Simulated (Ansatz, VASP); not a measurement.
**AlN: VASP beside Ansatz**

File INCAR:

```
SYSTEM = AlN
PREC = Accurate
ENCUT = 520
EDIFF = 1E-6
ISMEAR = 0
SIGMA = 0.05
LREAL = .FALSE.
LASPH = .TRUE.
NELM = 60
ALGO = Normal
ISIF = 2
LWAVE = .FALSE.
LCHARG = .TRUE.
GGA = CA
LELF = .TRUE.
LVHAR = .TRUE.
NBANDS = 16
```

The input KPOINTS:

```
regular mesh
0
G
  9 9 6
  0 0 0
```

The input POSCAR:

```
AlN
1.0
    3.2043322161      0.0000000000      0.0000000000
   -1.6021661081      2.7750331013      0.0000000000
    0.0000000000      0.0000000000      4.9033300000
Al N
2 2
Direct
    0.3333333333      0.6666666667      0.0000000000
    0.6666666667      0.3333333333      0.5000000000
    0.3333333333      0.6666666667      0.3850000000
    0.6666666667      0.3333333333      0.8850000000
```

Input for Ansatz:

```yaml
crystal:
  lattice:
    - [3.2043322161, 0.0, 0.0]
    - [-1.6021661081, 2.7750331013, 0.0]
    - [0.0, 0.0, 4.90333]
  atoms:
    - { symbol: Al, position: [0.3333333333, 0.6666666667, 0.0] }
    - { symbol: Al, position: [0.6666666667, 0.3333333333, 0.5] }
    - { symbol: "N", position: [0.3333333333, 0.6666666667, 0.385] }
    - { symbol: "N", position: [0.6666666667, 0.3333333333, 0.885] }
basis:
  ecutwfc: 420
kpoints:
  mp_grid: { grid: [9, 9, 6] }
hamiltonian:
  xc: lda
scf:
  occupations: { method: gaussian, width: 0.05 }
output:
  forces: true
  stress: true
  eigenvalues: true
```

Change from the starting cell: strain +0.030 along x and y, -0.015 along z, atoms carried along.

Alike in both runs: task single point; functional LDA; k mesh 9 × 9 × 6; occupations gaussian, width 0.05 eV; no spin polarisation.

|  | VASP | Ansatz |
| --- | --- | --- |
| version | VASP 6.6.1 | Ansatz 0.2.0 |
| potentials or method | VASP PAW LDA potentials, release 64 (Al, N), cutoff 520 eV | scalar-relativistic, plane waves, PAW |
| valence electrons in the cell | 16 | 16 |

```tsv
	VASP	Ansatz	Ansatz less VASP
gap on the k mesh at the Fermi level (eV)	3.69	3.69	-0.003
least direct gap on the mesh (eV)	3.69	3.69	-0.003
pressure (GPa)	-11.9	-12.3	-0.42
traceless stress, the component that is largest in VASP (GPa)	9.82	9.67	-0.152
rms of the force components (eV/Å)	0.157	0.148	-0.0086
```

LDA's correlation is that of Perdew and Zunger in VASP and of Perdew and Wang (1992) in Ansatz. Atom by atom the forces differ by 0.009 eV/Å (rms over components).
